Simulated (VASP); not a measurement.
Wanted: the native input for a VASP 6.6.1 run.

| Quantity | Value |
| --- | --- |
| Task | single point |
| Functional | LDA |
| Potentials or basis | VASP PAW LDA potentials, release 64 (Cu_sv_GW, O) |
| Cutoff | 700 eV |
| k mesh | 10 × 10 × 5 |
| Occupations | fermi-dirac, width 0.05 eV |
| Spin | no spin polarisation |
| Dipole correction | no |
| Second run | valence_matched |
| Further INCAR settings | ALGO = Normal; EDIFF = 1e-06; NBANDS = 33 |

The structure of CuO (Tenorite) lies in POSCAR:

```
CuO
1.0
    2.2967865698     -1.6784228387      0.0000000000
    2.2967865698      1.6784228387      0.0000000000
   -0.8429870921      0.0000000000      4.9561536082
Cu O
2 2
Direct
    0.4968000000      0.0032000000      0.5000000000
    0.0032000000      0.4968000000      0.0000000000
    0.4056000000      0.5714000000      0.7537000000
    0.5714000000      0.4056000000      0.2537000000
```

One way to write it, as run:

INCAR

```
PREC = Accurate
ENCUT = 700
EDIFF = 1E-6
ISMEAR = -1
SIGMA = 0.05
LREAL = F
LASPH = T
NELM = 120
ALGO = Normal
ISIF = 2
LWAVE = F
LCHARG = T
GGA = CA
LELF = T
LVHAR = T
NBANDS = 33
GGA_COMPAT = F
```

KPOINTS

```
regular mesh
0
Gamma
  10 10 5
```

Potentials or basis: VASP PAW LDA potentials, release 64 (Cu_sv_GW, O).

Command:

```console
$ cat potpaw_LDA.64/Cu_sv_GW/POTCAR potpaw_LDA.64/O/POTCAR > POTCAR
$ mpirun -np 1 vasp_std > vasp.out
```

Results of the run:

```json
{
  "Pressure": "-0.3 GPa",
  "Largest force": "0.889 eV/Å",
  "Band gap on the k mesh": "zero (band 25 reaches 6.44 eV, above the bottom of band 26 at 5.84 eV)"
}
```

Caveat: semilocal functionals often make such compounds metallic where correlation or magnetic order opens a gap, which also shifts bond lengths.

Run time: 4.2 min on 1 thread of Intel(R) Xeon(R) Platinum 8488C (Sapphire Rapids), with other jobs on the host, peak memory 0.36 GiB.
